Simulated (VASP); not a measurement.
Set up this calculation in VASP 6.6.1, as the native input.

* Task: single point
* Functional: PBE
* Potentials or basis: VASP PAW PBE potentials, release 64 (Ba_sv, Ti_sv, O)
* Cutoff: 520 eV
* k mesh: 6 × 6 × 6
* Occupations: gaussian, width 0.05 eV
* Spin: no spin polarisation
* Hubbard terms: Ti d U = 4.0 eV
* Dipole correction: no
* Further INCAR settings: ALGO = Normal; EDIFF = 1e-07; NBANDS = 28

The structure of BaTiO3 lies in POSCAR:

```
BaTiO3
1.0
    2.8174665038      1.6266650444      2.4164351857
   -2.8174665038      1.6266650444      2.4164351857
    0.0000000000     -3.2533300889      2.4164351856
Ba Ti O
1 1 3
Direct
    0.0026800181      0.0026800181      0.0026800181
    0.5127992509      0.5127992509      0.5127992509
    0.4903227049      0.4903227049      0.9825753212
    0.4903227049      0.9825753212      0.4903227049
    0.9825753212      0.4903227049      0.4903227049
```

This cell differs from its parent crystal: strain -0.015 along x and y, +0.030 along z.

The input as run:

INCAR

```
ALGO = Normal
EDIFF = 1E-7
ENCUT = 520
GGA = PE
ISIF = 2
ISMEAR = 0
LASPH = T
LCHARG = F
LDAU = T
LDAUJ = 0 0 0
LDAUL = -1 2 -1
LDAUPRINT = 1
LDAUTYPE = 2
LDAUU = 0 4 0
LMAXMIX = 4
LREAL = F
LWAVE = F
NBANDS = 28
NELM = 150
PREC = Accurate
SIGMA = 0.05
```

KPOINTS

```
k-points
0
Gamma
  6 6 6
```

Potentials or basis: VASP PAW PBE potentials, release 64 (Ba_sv, Ti_sv, O).

The run is started by

```bash
$ cat potpaw_PBE.64/Ba_sv/POTCAR potpaw_PBE.64/Ti_sv/POTCAR potpaw_PBE.64/O/POTCAR > POTCAR
$ mpirun -np 1 vasp_std > vasp.out
```

Results of the run:

```yaml
Pressure: 4.0 GPa
Largest_force: 0.508 eV/Å
Band_gap_on_the_k_mesh: 2.58 eV, indirect (least direct gap 2.90 eV)
```

Caveat: the cell differs from its parent crystal (strain -0.015 along x and y, +0.030 along z); spin-orbit coupling is left out, which moves the levels of the heavy elements.

It took 72 s on 1 thread of Intel Xeon 6975P-C, on a shared host, peak memory 0.21 GiB.
